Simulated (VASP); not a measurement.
# Mo (Fd-3m) in VASP: a series of runs, part 3 of 3

VASP 6.6.1.

### Step 5. Single point, BLYP (volume scaled by 0.96)

File INCAR:

```
PREC = Accurate
ENCUT = 520
EDIFF = 1E-6
ISMEAR = -1
SIGMA = 0.1
LREAL = False
LASPH = True
NELM = 100
ALGO = Normal
ISIF = 2
LWAVE = False
LCHARG = False
GGA = B5
ALDAX = 1.0
AGGAX = 1.0
AGGAC = 1.0
ALDAC = 0.0
NBANDS = 21
```

File KPOINTS:

```
Automatic mesh
0
Gamma
  11 11 11
```

File POSCAR:

```
Mo
1.0
    0.0000000000      2.8557745346      2.8557745346
    2.8557745346      0.0000000000      2.8557745346
    2.8557745346      2.8557745346      0.0000000000
Mo
2
Direct
    0.1250000000      0.1250000000      0.1250000000
    0.8750000000      0.8750000000      0.8750000000
```

Potentials or basis: VASP PAW PBE potentials, release 64 (Mo_sv).

On the command line:

```bash
$ cat potpaw_PBE.64/Mo_sv/POTCAR > POTCAR
$ mpirun -np 1 vasp_std > vasp.out
```

OUTCAR:

```text
PREC = Accurate
   ENCUT = 520
   EDIFF = 1E-6
   ISMEAR = -1
   LREAL = False
   LASPH = True
   NELM = 100
   ISIF = 2
   GGA = B5

 ion  position               nearest neighbor table
   1  0.125  0.125  0.125-   2 2.47   2 2.47   2 2.47   2 2.47
   2  0.875  0.875  0.875-   1 2.47   1 2.47   1 2.47   1 2.47

  LATTYP: Found a face centered cubic cell.
 ALAT       =     5.7115490692

  Lattice vectors:

 A1 = (   0.0000000000,   2.8557745346,   2.8557745346)
 A2 = (   2.8557745346,   0.0000000000,   2.8557745346)
 A3 = (   2.8557745346,   2.8557745346,   0.0000000000)

Analysis of symmetry for initial positions (statically):
=====================================================================
 Subroutine PRICEL returns:
 Original cell was already a primitive cell.

 Routine SETGRP: Setting up the symmetry group for a
 face centered cubic supercell.

 Subroutine GETGRP returns: Found 48 space group operations
 (whereof 12 operations were pure point group operations)
 out of a pool of 48 trial point group operations.

The static configuration has the point symmetry D_3d.
 The point group associated with its full space group is O_h .

Analysis of symmetry for dynamics (positions and initial velocities):
=====================================================================
 Subroutine PRICEL returns:
 Original cell was already a primitive cell.

 Routine SETGRP: Setting up the symmetry group for a
 face centered cubic supercell.

 Subroutine GETGRP returns: Found 48 space group operations
 (whereof 12 operations were pure point group operations)
 out of a pool of 48 trial point group operations.

The dynamic configuration has the point symmetry D_3d.
 The point group associated with its full space group is O_h .

 Subroutine INISYM returns: Found 48 space group operations
 (whereof 12 operations are pure point group operations),
 and found     1 'primitive' translations

----------------------------------------------------------------------------------------

                                     Primitive cell

  volume of cell :      46.5802

  direct lattice vectors                    reciprocal lattice vectors
     0.000000000  2.855774535  2.855774535    -0.175083850  0.175083850  0.175083850
     2.855774535  0.000000000  2.855774535     0.175083850 -0.175083850  0.175083850
     2.855774535  2.855774535  0.000000000     0.175083850  0.175083850 -0.175083850

  length of vectors
     4.038675078  4.038675078  4.038675078     0.303254124  0.303254124  0.303254124

  position of ions in fractional coordinates (direct lattice)
     0.125000000  0.125000000  0.125000000
     0.875000000  0.875000000  0.875000000

  ion indices of the primitive-cell ions
   primitive index   ion index
                 1           1
                 2           2

----------------------------------------------------------------------------------------

 KPOINTS: Automatic mesh

Automatic generation of k-mesh.
 Grid dimensions read from file:
 generate k-points for:   11   11   11

 Generating k-lattice:

  Cartesian coordinates                     Fractional coordinates (reciprocal lattice)
    -0.015916714  0.015916714  0.015916714     0.090909091  0.000000000  0.000000000
     0.015916714 -0.015916714  0.015916714     0.000000000  0.090909091  0.000000000
     0.015916714  0.015916714 -0.015916714     0.000000000  0.000000000  0.090909091

  Length of vectors
     0.027568557  0.027568557  0.027568557

  Shift w.r.t. Gamma in fractional coordinates (k-lattice)
     0.000000000  0.000000000  0.000000000

 Subroutine IBZKPT returns following result:
 ===========================================

 Found     56 irreducible k-points:

 Following reciprocal coordinates:
            Coordinates               Weight
  0.000000  0.000000  0.000000      1.000000
  0.090909  0.000000  0.000000      8.000000
  0.181818  0.000000  0.000000      8.000000
  0.272727  0.000000  0.000000      8.000000
  0.363636  0.000000  0.000000      8.000000
  0.454545  0.000000  0.000000      8.000000
[... 16 lines left out ...]
 -0.272727  0.181818  0.000000     24.000000
 -0.181818  0.181818  0.000000     12.000000
 [... further k-points ...]
   k-points           NKPTS =     56   k-points in BZ     NKDIM =     56   number of bands    NBANDS=     21
   number of dos      NEDOS =    301   number of ions     NIONS =      2
   total plane-waves  NPLWV =  27000
   dimension x,y,z NGX =    30 NGY =   30 NGZ =   30
   dimension x,y,z NGXF=    60 NGYF=   60 NGZF=   60
   ions per type =               2
   NGX,Y,Z   is equivalent  to a cutoff of  12.35, 12.35, 12.35 a.u.
   NGXF,Y,Z  is equivalent  to a cutoff of  24.70, 24.70, 24.70 a.u.
 SYSTEM =  unknown system
   PREC   = accura    normal or accurate (medium, high low for compatibility)
   ISTART =      0    job   : 0-new  1-cont  2-samecut
   ICHARG =      2    charge: 1-file 2-atom 10-const
   ISPIN  =      1    spin polarized calculation?
   LNONCOLLINEAR =      F non collinear calculations
   LSORBIT =      F    spin-orbit coupling
   LASPH  =      T    aspherical Exc in radial PAW
   ENCUT  =  520.0 eV  38.22 Ry    6.18 a.u.   7.51  7.51  7.51*2*pi/ulx,y,z
   NELM   =    100;   NELMIN=  2; NELMDL= -5     # of ELM steps
   EDIFF  = 0.1E-05   stopping-criterion for ELM
   LREAL  =      F    real-space projection
   EDIFFG = 0.1E-04   stopping-criterion for IOM
   NSW    =      0    number of steps for IOM
   IBRION =     -1    ionic relax: 0-MD 1-quasi-New 2-CG
   NFREE  =      0    steps in history (QN), initial steepest desc. (CG)
   ISIF   =      2    stress and relaxation
   ISYM   =      2    0-nonsym 1-usesym 2-fastsym
   POTIM  = 0.5000    time-step for ionic-motion
   TEBEG  =    0.0;   TEEND  =   0.0 temperature during run
   PSTRESS=    0.0 pullay stress
   NELECT =      28.0000    total number of electrons
   NUPDOWN=      -1.0000    fix difference up-down
   EMIN   =  10.00;   EMAX   =-10.00  energy-range for DOS
   EFERMI =   0.00;   METHOD = LEGACY
   ISMEAR =    -1;   SIGMA  =   0.10  broadening in eV -4-tet -1-fermi 0-gaus
   EFERMI_NEDOS =   21; number of points for ismear=-14 and -15
   IALGO  =     38    algorithm
   IMIX   =      4    mixing-type and parameters
     AMIX     =   0.40;   BMIX     =  1.00
     AMIX_MAG =   1.60;   BMIX_MAG =  1.00
  volume/ion in A,a.u.               =      23.29       157.17
  Fermi-wavevector in a.u.,A,eV,Ry     =   1.381636  2.610913 25.972401  1.908918
  Thomas-Fermi vector in A             =   2.506402
   LORBIT       =      0    0 simple, 1 ext, 2 COOP (PROOUT), +10 PAW based schemes
   GGA     = B5    functional components
   LHFCALC =     F    Hartree Fock is set to
   AEXX    =    0.0000 exact exchange contribution
   IVDW    =     0    specifies the selected vdW correction
   LEPSILON=     F    determine dielectric tensor
   LRPA    =     F    only Hartree local field effects (RPA)
 non-spin polarized calculation
  energy-cutoff  :      520.00
  volume of cell :       46.58
 maximum number of plane-waves:      1275
 NGX is ok and might be reduce to    30
   NGX = 15   NGY = 15   NGZ = 15

 number of electron      28.0000005 magnetization

 Free energy of the ion-electron system (eV)
  ---------------------------------------------------
  ext. energy  EPLUGINS =         0.00000000
  ---------------------------------------------------
  free energy    TOTEN  =       -15.61404019 eV

  energy without entropy =      -15.52535542  energy(sigma->0) =      -15.56969781

 E-fermi :   7.2803     XC(G=0): -10.1398

 val. band max:        7.2788379967   @ k =  -0.2727   0.2727   0.0000
 cond. band min:       7.2981410463   @ k =  -0.4545   0.4545   0.0000
 fundamental gap:      0.0193030495
 Fermi energy:         7.2802901215

 k-point     1 :       0.0000    0.0000    0.0000
  band No.  band energies     occupation
      1     -52.9847      2.00000
      2     -52.3253      2.00000
      3     -27.4927      2.00000
      4     -27.4927      2.00000
      5     -27.4927      2.00000
      6     -26.4195      2.00000
[... 13 lines left out ...]
     20      18.9539      0.00000
     21      19.5799      0.00000

 k-point     2 :       0.0909    0.0000    0.0000
  band No.  band energies     occupation
      1     -52.9750      2.00000
      2     -52.3356      2.00000
      3     -27.5038      2.00000
      4     -27.5038      2.00000
      5     -27.4919      2.00000
      6     -26.4203      2.00000
[... 520 lines left out ...]
 k-point    24 :      -0.1818    0.1818    0.0000
  band No.  band energies     occupation
      1     -52.8908      2.00000
      2     -52.4244      2.00000
      3     -27.6476      2.00000
      4     -27.5659      2.00000
      5     -27.4141      2.00000
      6     -26.4957      2.00000
[... 13 lines left out ...]
     20      15.8433      0.00000
     21      16.1019      0.00000

 [... further k-points ...]
[... 5 lines left out ...]
  --------------------------------------------------------------------------------------
  -------------------------------------------------------------------------------------
  Total        1.3823453      1.3823453      1.3823453     -0.0000000      0.0000000     -0.0000000
  in kB       47.5472454     47.5472454     47.5472454     -0.0000000      0.0000000     -0.0000000
  external PRESSURE =      47.5472454 kB  Pullay stress =       0.0000000 kB

 VOLUME and BASIS-vectors are now :
 -----------------------------------------------------------------------------
  energy-cutoff  :      520.00
  volume of cell :       46.58
      direct lattice vectors                 reciprocal lattice vectors
     0.000000000  2.855774535  2.855774535    -0.175083850  0.175083850  0.175083850
     2.855774535  0.000000000  2.855774535     0.175083850 -0.175083850  0.175083850
     2.855774535  2.855774535  0.000000000     0.175083850  0.175083850 -0.175083850

 POSITION                                       TOTAL-FORCE (eV/Angst)
 -----------------------------------------------------------------------------------
      0.71394      0.71394      0.71394         0.000000     -0.000000     -0.000000
      4.99761      4.99761      4.99761        -0.000000      0.000000      0.000000
 -----------------------------------------------------------------------------------
    total drift:                               -0.000000      0.000000      0.000000

  FREE ENERGIE OF THE ION-ELECTRON SYSTEM (eV)
  ---------------------------------------------------
  free  energy   TOTEN  =       -15.6140401944 eV

  energy  without entropy=      -15.5253554173  energy(sigma->0) =      -15.56969781
```

stdout:

```text
POSCAR found type information on POSCAR Mo
 POSCAR found :  1 types and       2 ions
 scaLAPACK will be used
 -----------------------------------------------------------------------------
|                                                                             |
|                                                                             |
|     You enforced a specific xc type in the INCAR file but a different       |
|     I HOPE YOU KNOW WHAT YOU ARE DOING!                                     |
|                                                                             |
 -----------------------------------------------------------------------------

 LDA part: xc-table for (Slater(with rela. corr.)+VWN5), standard interpolation
 POSCAR, INCAR and KPOINTS ok, starting setup
 FFT: planning ... GRIDC
 FFT: planning ... GRID_SOFT
 FFT: planning ... GRID
 WAVECAR not read
 entering main loop
```

Wall time 92 s (1 thread of AMD EPYC 7R13, shared host); peak memory 0.16 GiB.

Results:

| Item | Value |
| --- | --- |
| Free energy | -15.6140 eV |
| Pressure | 4.8 GPa |
| Band gap on the k mesh | zero (band 14 reaches 7.51 eV, above the bottom of band 15 at 7.05 eV) |

Caveat: the PAW data sets were made with another functional, which shifts forces and pressure a little.

### Step 6. Single point, BLYP

File INCAR:

```
SYSTEM = Mo
PREC = Accurate ; ENCUT = 520
EDIFF = 1E-7 ; ISMEAR = -1
SIGMA = 0.1 ; LREAL = .FALSE.
LASPH = .TRUE. ; NELM = 60
ALGO = Normal ; ISIF = 2
LWAVE = .FALSE. ; LCHARG = .FALSE.
GGA = B5 ; ALDAX = 1.0
AGGAX = 1.0 ; AGGAC = 1.0
ALDAC = 0.0 ; NBANDS = 21
```

File KPOINTS:

```
Automatic mesh
0
G
  11 11 11
  0 0 0
```

File POSCAR:

```
Mo
1.0
    0.0000000000      2.8948995956      2.8948995956
    2.8948995956      0.0000000000      2.8948995956
    2.8948995956      2.8948995956      0.0000000000
Mo
2
Direct
    0.1250000000      0.1250000000      0.1250000000
    0.8750000000      0.8750000000      0.8750000000
```

Potentials or basis: VASP PAW PBE potentials, release 64 (Mo_sv).

On the command line:

```bash
$ cat potpaw_PBE.64/Mo_sv/POTCAR > POTCAR
$ mpirun -np 1 vasp_std > vasp.out
```

It took 1.7 min on 1 thread of AMD EPYC 7R13, shared host; peak memory 0.16 GiB.

Results (log left out):

```yaml
Free_energy: -15.6454 eV
Pressure: 0.5 GPa
Band_gap_on_the_k_mesh: zero (band 14 reaches 7.07 eV, above the bottom of band 15 at 6.60 eV)
```

Levels at points of the mesh, in eV from the Fermi level:
```tsv
k point	band 10	band 11	band 12	band 13	band 14	band 15	band 16	band 17	band 18	band 19
(0.00, 0.00, 0.00)	-2.02	-2.02	-1.25	-1.25	-1.25	1.21	1.21	1.21	4.06	4.06
```

Caveat: the PAW data sets were made with another functional, which shifts forces and pressure a little.

### Step 7. Overview

```csv
cell,k mesh,gap on the mesh (eV),pressure (GPa)
"a = 4.094 Å, angles 60.0°, 2 atoms",10 × 10 × 10,none,0.5
"a = 3.923 Å, angles 60.0°, 2 atoms",11 × 11 × 11,none,16.5
"a = 3.982 Å, angles 60.0°, 2 atoms",11 × 11 × 11,none,10.0
"a = 4.039 Å, angles 60.0°, 2 atoms",11 × 11 × 11,none,4.8
"a = 4.094 Å, angles 60.0°, 2 atoms",11 × 11 × 11,none,0.5
```

Alike in all rows: task single point; level BLYP; potentials or basis VASP PAW PBE potentials, release 64 (Mo_sv); no spin polarisation; cutoff (eV) 520; smearing fermi-dirac 0.1 eV.

Caveats: the PAW data sets were made with another functional, which shifts forces and pressure a little.

Absolute energies hang on the potentials; compare differences alone.
